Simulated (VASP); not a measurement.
# HfSnSe4 (P4/mmm) in VASP: relaxation of cell and atoms with PBE

Aim: the relaxation of cell and atoms of HfSnSe4 with PBE.

Program: VASP 6.6.1. These are calculated values, not measurements. Logs are shortened: lines on timing, memory, paths and dates and some standing lists are left out, and cuts for length are marked.

### Step 1. The cell of the first run

It takes space group P4/mmm (No. 123, tetragonal). Conventional cell: a = 4.726 Å, b = 4.726 Å, c = 6.746 Å, α = 90.00°, β = 90.00°, γ = 90.00°. Hf (site symmetry 4/mmm) has 8 Se at 2.82 Å within 3.7 Å. Sn (site symmetry 4/mmm) has 8 Se at 2.99 Å within 3.9 Å. Se (site symmetry 2mm) has 2 Hf at 2.82 Å and 2 Sn at 2.99 Å and 6 Se at 3.07 to 3.67 Å within 3.7 Å.

The cell was built from a structure type or drawn by symmetry, and may not be a known phase.

### Step 2. Relaxation of cell and atoms, PBE

Contents of INCAR:

```
PREC     = Accurate       # precision mode
ENCUT    = 600            # plane-wave cutoff, eV
EDIFF    = 1E-6           # SCF threshold, eV
ISMEAR   = 0              # smearing method
SIGMA    = 0.1            # smearing width, eV
LREAL    = False          # projectors in reciprocal space
LASPH    = True           # aspherical terms in the spheres
NELM     = 100            # most SCF steps
ALGO     = Normal         # electronic algorithm
ISIF     = 3              # what is computed and relaxed
LWAVE    = False          # write WAVECAR
LCHARG   = False          # write CHGCAR
GGA      = PE             # functional
IBRION   = 2              # ionic algorithm
NSW      = 100            # ionic steps
EDIFFG   = -0.01          # ionic threshold
LUSENCCL = False
```

Contents of KPOINTS:

```
Automatic mesh
0
Gamma
  8 8 6
```

Contents of POSCAR:

```
HfSnSe4
1.0
    4.7256193480      0.0000000000      0.0000000000
    0.0000000000      4.7256193480      0.0000000000
    0.0000000000      0.0000000000      6.7463326196
Hf Sn Se
1 1 4
Direct
    0.0000000000      0.0000000000      0.0000000000
    0.5000000000      0.5000000000      0.5000000000
    0.5000000000      0.0000000000      0.7723494982
    0.0000000000      0.5000000000      0.2276505018
    0.5000000000      0.0000000000      0.2276505018
    0.0000000000      0.5000000000      0.7723494982
```

Potentials or basis: VASP PAW PBE potentials, release 64 (Hf_pv, Sn_d, Se).

Command:

```sh
$ cat potpaw_PBE.64/Hf_pv/POTCAR potpaw_PBE.64/Sn_d/POTCAR potpaw_PBE.64/Se/POTCAR > POTCAR
$ mpirun -np 1 vasp_std > vasp.out
```

OUTCAR:

```text
PREC = Accurate
   ENCUT = 600
   EDIFF = 1E-6
   ISMEAR = 0
   LREAL = False
   LASPH = True
   NELM = 100
   ISIF = 3
   GGA = PE
   IBRION = 2
   NSW = 100
   EDIFFG = -0.01

 ion  position               nearest neighbor table
   1  0.000  0.000  0.000-   3 2.82   4 2.82   5 2.82   6 2.82   4 2.82   6 2.82   3 2.82   5 2.82

   2  0.500  0.500  0.500-   3 2.99   4 2.99   5 2.99   6 2.99   3 2.99   5 2.99   4 2.99   6 2.99

   3  0.500  0.000  0.772-   1 2.82   1 2.82   2 2.99   2 2.99
   4  0.000  0.500  0.228-   1 2.82   1 2.82   2 2.99   2 2.99
   5  0.500  0.000  0.228-   1 2.82   1 2.82   2 2.99   2 2.99
   6  0.000  0.500  0.772-   1 2.82   1 2.82   2 2.99   2 2.99

  LATTYP: Found a simple tetragonal cell.
 ALAT       =     4.7256193480
 C/A-ratio  =     1.4276081340

  Lattice vectors:

 A1 = (   4.7256193480,   0.0000000000,   0.0000000000)
 A2 = (   0.0000000000,   4.7256193480,   0.0000000000)
 A3 = (   0.0000000000,   0.0000000000,   6.7463326196)

Analysis of symmetry for initial positions (statically):
=====================================================================
 Subroutine PRICEL returns:
 Original cell was already a primitive cell.

 Routine SETGRP: Setting up the symmetry group for a
 simple tetragonal supercell.

 Subroutine GETGRP returns: Found 16 space group operations
 (whereof 16 operations were pure point group operations)
 out of a pool of 16 trial point group operations.

The static configuration has the point symmetry D_4h.

Analysis of symmetry for dynamics (positions and initial velocities):
=====================================================================
 Subroutine PRICEL returns:
 Original cell was already a primitive cell.

 Routine SETGRP: Setting up the symmetry group for a
 simple tetragonal supercell.

 Subroutine GETGRP returns: Found 16 space group operations
 (whereof 16 operations were pure point group operations)
 out of a pool of 16 trial point group operations.

The dynamic configuration has the point symmetry D_4h.

 Subroutine INISYM returns: Found 16 space group operations
 (whereof 16 operations are pure point group operations),
 and found     1 'primitive' translations

----------------------------------------------------------------------------------------

                                     Primitive cell

  volume of cell :     150.6556

  direct lattice vectors                    reciprocal lattice vectors
     4.725619348  0.000000000  0.000000000     0.211612474  0.000000000  0.000000000
     0.000000000  4.725619348  0.000000000     0.000000000  0.211612474  0.000000000
     0.000000000  0.000000000  6.746332620     0.000000000  0.000000000  0.148228683

  length of vectors
     4.725619348  4.725619348  6.746332620     0.211612474  0.211612474  0.148228683

  position of ions in fractional coordinates (direct lattice)
     0.000000000  0.000000000  0.000000000
     0.500000000  0.500000000  0.500000000
     0.500000000  0.000000000  0.772349498
     0.000000000  0.500000000  0.227650502
     0.500000000  0.000000000  0.227650502
     0.000000000  0.500000000  0.772349498

  ion indices of the primitive-cell ions
   primitive index   ion index
                 1           1
                 2           2
                 3           3
                 4           4
                 5           5
                 6           6

----------------------------------------------------------------------------------------

 KPOINTS: Automatic mesh

Automatic generation of k-mesh.
 Grid dimensions read from file:
 generate k-points for:    8    8    6

 Generating k-lattice:

  Cartesian coordinates                     Fractional coordinates (reciprocal lattice)
     0.026451559  0.000000000  0.000000000     0.125000000  0.000000000  0.000000000
     0.000000000  0.026451559  0.000000000     0.000000000  0.125000000  0.000000000
     0.000000000  0.000000000  0.024704781     0.000000000  0.000000000  0.166666667

  Length of vectors
     0.026451559  0.026451559  0.024704781

  Shift w.r.t. Gamma in fractional coordinates (k-lattice)
     0.000000000  0.000000000  0.000000000

 Subroutine IBZKPT returns following result:
 ===========================================

 Found     60 irreducible k-points:

 Following reciprocal coordinates:
            Coordinates               Weight
  0.000000  0.000000  0.000000      1.000000
  0.125000  0.000000  0.000000      4.000000
  0.250000  0.000000  0.000000      4.000000
  0.375000  0.000000  0.000000      4.000000
  0.500000  0.000000  0.000000      2.000000
  0.125000  0.125000  0.000000      4.000000
[... 16 lines left out ...]
  0.375000  0.125000  0.166667     16.000000
  0.500000  0.125000  0.166667      8.000000
 [... further k-points ...]
   k-points           NKPTS =     60   k-points in BZ     NKDIM =     60   number of bands    NBANDS=     28
   number of dos      NEDOS =    301   number of ions     NIONS =      6
   total plane-waves  NPLWV =  86400
   dimension x,y,z NGX =    40 NGY =   40 NGZ =   54
   dimension x,y,z NGXF=    80 NGYF=   80 NGZF=  108
   ions per type =               1   1   4
   NGX,Y,Z   is equivalent  to a cutoff of  14.07, 14.07, 13.31 a.u.
   NGXF,Y,Z  is equivalent  to a cutoff of  28.14, 28.14, 26.61 a.u.
 SYSTEM =  unknown system
   PREC   = accura    normal or accurate (medium, high low for compatibility)
   ISTART =      0    job   : 0-new  1-cont  2-samecut
   ICHARG =      2    charge: 1-file 2-atom 10-const
   ISPIN  =      1    spin polarized calculation?
   LNONCOLLINEAR =      F non collinear calculations
   LSORBIT =      F    spin-orbit coupling
   LASPH  =      T    aspherical Exc in radial PAW
   ENCUT  =  600.0 eV  44.10 Ry    6.64 a.u.   9.44  9.44 13.47*2*pi/ulx,y,z
   NELM   =    100;   NELMIN=  2; NELMDL= -5     # of ELM steps
   EDIFF  = 0.1E-05   stopping-criterion for ELM
   LREAL  =      F    real-space projection
   EDIFFG = -.1E-01   stopping-criterion for IOM
   NSW    =    100    number of steps for IOM
   IBRION =      2    ionic relax: 0-MD 1-quasi-New 2-CG
   NFREE  =      1    steps in history (QN), initial steepest desc. (CG)
   ISIF   =      3    stress and relaxation
   ISYM   =      2    0-nonsym 1-usesym 2-fastsym
   POTIM  = 0.5000    time-step for ionic-motion
   TEBEG  =    0.0;   TEEND  =   0.0 temperature during run
   PSTRESS=    0.0 pullay stress
   NELECT =      48.0000    total number of electrons
   NUPDOWN=      -1.0000    fix difference up-down
   EMIN   =  10.00;   EMAX   =-10.00  energy-range for DOS
   EFERMI =   0.00;   METHOD = LEGACY
   ISMEAR =     0;   SIGMA  =   0.10  broadening in eV -4-tet -1-fermi 0-gaus
   EFERMI_NEDOS =   21; number of points for ismear=-14 and -15
   IALGO  =     38    algorithm
   IMIX   =      4    mixing-type and parameters
     AMIX     =   0.40;   BMIX     =  1.00
     AMIX_MAG =   1.60;   BMIX_MAG =  1.00
  volume/ion in A,a.u.               =      25.11       169.45
  Fermi-wavevector in a.u.,A,eV,Ry     =   1.118133  2.112965 17.010298  1.250222
  Thomas-Fermi vector in A             =   2.254762
   LORBIT       =      0    0 simple, 1 ext, 2 COOP (PROOUT), +10 PAW based schemes
   GGA     = PE    functional components
   LHFCALC =     F    Hartree Fock is set to
   AEXX    =    0.0000 exact exchange contribution
   IVDW    =     0    specifies the selected vdW correction
   LEPSILON=     F    determine dielectric tensor
   LRPA    =     F    only Hartree local field effects (RPA)
 conjugate gradient relaxation of ions
 non-spin polarized calculation
 Gauss-broadening in eV      SIGMA  =   0.10
  energy-cutoff  :      600.00
  volume of cell :      150.66
 maximum number of plane-waves:      5057
 NGX is ok and might be reduce to    40
   NGX = 19   NGY = 19   NGZ = 27

--------------------------------------- Ionic step        1  -------------------------------------------

 number of electron      48.0000004 magnetization

 Free energy of the ion-electron system (eV)
  ---------------------------------------------------
  ext. energy  EPLUGINS =         0.00000000
  ---------------------------------------------------
  free energy    TOTEN  =       -30.99238795 eV

  energy without entropy =      -30.97659138  energy(sigma->0) =      -30.98448966

------------------------ aborting loop because EDIFF is reached ----------------------------------------

  FORCE on cell =-STRESS in cart. coord.  units (eV):
  Direction    XX          YY          ZZ          XY          YZ          ZX
  --------------------------------------------------------------------------------------
  -------------------------------------------------------------------------------------
  Total       -0.5490099     -0.5490099      0.9663170      0.0000000      0.0000000      0.0000000
  in kB       -5.8385568     -5.8385568     10.2764938      0.0000000      0.0000000      0.0000000
  external PRESSURE =      -0.4668732 kB  Pullay stress =       0.0000000 kB
[... 105 lines left out ...]
  energy  without entropy=      -31.0140719896  energy(sigma->0) =      -31.01989411

--------------------------------------- Ionic step        4  -------------------------------------------

 number of electron      48.0000010 magnetization

 E-fermi :   4.6048     XC(G=0):  -9.7239

 val. band max:        4.6037801417   @ k =   0.2500   0.1250   0.3333
 cond. band min:       4.6589941815   @ k =   0.0000   0.0000   0.1667
 fundamental gap:      0.0552140397
 Fermi energy:         4.6048182899

 k-point     1 :       0.0000    0.0000    0.0000
  band No.  band energies     occupation
      1     -26.9708      2.00000
      2     -26.9276      2.00000
      3     -26.9276      2.00000
      4     -16.8549      2.00000
      5     -16.8421      2.00000
      6     -16.8359      2.00000
[... 733 lines left out ...]
     27       6.2499      0.00000
     28       6.8874      0.00000

 [... further k-points ...]

------------------------ aborting loop because EDIFF is reached ----------------------------------------

  FORCE on cell =-STRESS in cart. coord.  units (eV):
  Direction    XX          YY          ZZ          XY          YZ          ZX
  --------------------------------------------------------------------------------------
  -------------------------------------------------------------------------------------
  Total        2.4379679      2.4379679     -0.5454236      0.0000000      0.0000000      0.0000000
  in kB       26.3312204     26.3312204     -5.8908360      0.0000000      0.0000000      0.0000000
  external PRESSURE =      15.5905350 kB  Pullay stress =       0.0000000 kB
[... 185 lines left out ...]
  energy  without entropy=      -31.0183689521  energy(sigma->0) =      -31.02466869

--------------------------------------- Ionic step        9  -------------------------------------------

 number of electron      47.9999995 magnetization

 Free energy of the ion-electron system (eV)
  ---------------------------------------------------
  ext. energy  EPLUGINS =         0.00000000
  ---------------------------------------------------
  free energy    TOTEN  =       -31.03121818 eV

  energy without entropy =      -31.01878808  energy(sigma->0) =      -31.02500313

 E-fermi :   4.3258     XC(G=0):  -9.6307

 val. band max:        4.3085838224   @ k =   0.1250   0.1250   0.5000
 cond. band min:       4.3284258258   @ k =   0.5000   0.0000   0.1667
 fundamental gap:      0.0198420034
 Fermi energy:         4.3257731686

 k-point     1 :       0.0000    0.0000    0.0000
  band No.  band energies     occupation
      1     -27.2628      2.00000
      2     -27.2025      2.00000
      3     -27.2025      2.00000
      4     -17.0806      2.00000
      5     -17.0695      2.00000
      6     -17.0653      2.00000
[... 733 lines left out ...]
     27       6.0874      0.00000
     28       6.9121      0.00000

 [... further k-points ...]

------------------------ aborting loop because EDIFF is reached ----------------------------------------

  FORCE on cell =-STRESS in cart. coord.  units (eV):
  Direction    XX          YY          ZZ          XY          YZ          ZX
  --------------------------------------------------------------------------------------
  -------------------------------------------------------------------------------------
  Total       -0.0537001     -0.0537001     -0.0040250      0.0000000     -0.0000000      0.0000000
  in kB       -0.5683473     -0.5683473     -0.0425996      0.0000000     -0.0000000      0.0000000
  external PRESSURE =      -0.3930981 kB  Pullay stress =       0.0000000 kB
[... 21 lines left out ...]
  FREE ENERGIE OF THE ION-ELECTRON SYSTEM (eV)
  ---------------------------------------------------
  free  energy   TOTEN  =       -31.0312181838 eV

  energy  without entropy=      -31.0187880779  energy(sigma->0) =      -31.02500313

 reached required accuracy - stopping structural energy minimisation
```

Run time: 4.1 min. Hardware: 1 × NVIDIA H100 80GB with 1 thread of AMD EPYC 7R13 (Zen 3), shared host; peak memory 1.5 GiB.

What came out:

* Free energy: -31.0312 eV
* Relaxed volume: 25.23 Å³/atom
* Relaxed cell: a = 4.637 Å, b = 4.637 Å, c = 7.040 Å, α = 90.00°, β = 90.00°, γ = 90.00°
* Space group after relaxing (to 0.1 Å): P4/mmm (No. 123)
* Energy gained by relaxing: 6.5 meV/atom
* Ionic steps: 9
* Pressure after relaxing: 0.0 GPa
* Largest force after relaxing: 0.010 eV/Å
* Band gap on the k mesh: zero (bands 24 and 25 overlap by 1.34 eV)

Forces in eV/Å, atoms in the order of the input:
```
Hf   0.000  0.000  0.000
Sn   0.000  0.000  0.000
Se   0.000  0.000  0.010
Se   0.000  0.000 -0.010
Se   0.000  0.000 -0.010
Se   0.000  0.000  0.010
```

Step by step:
| step | energy change (eV) | largest force (eV/Å) | pressure (GPa) | volume (Å³) |
| --- | --- | --- | --- | --- |
| 1 | 0.0000 | 0.0133 | -0.05 | 150.66 |
| 2 | -0.0111 | 0.0187 | 0.07 | 150.49 |
| 3 | -0.0333 | 0.0375 | 0.43 | 149.90 |
| 4 | 0.0330 | 0.1391 | 1.56 | 148.34 |
| 5 | -0.0348 | 0.0453 | 0.56 | 149.72 |
| 6 | -0.0325 | 0.1039 | -0.73 | 152.92 |
| 7 | -0.0374 | 0.0696 | 0.00 | 151.05 |
| 8 | -0.0386 | 0.0319 | -0.04 | 151.26 |
| 9 | -0.0388 | 0.0096 | -0.04 | 151.38 |

Final structure:
```
CELL_PARAMETERS angstrom
4.63711 0.00000 0.00000
0.00000 4.63711 0.00000
0.00000 0.00000 7.04007
ATOMIC_POSITIONS crystal
Hf 0.00000 0.00000 0.00000
Sn 0.50000 0.50000 0.50000
Se 0.50000 0.00000 0.77434
Se 0.00000 0.50000 0.22566
Se 0.50000 0.00000 0.22566
Se 0.00000 0.50000 0.77434
```

Caveat: spin-orbit coupling is left out, which moves the levels of the heavy elements.
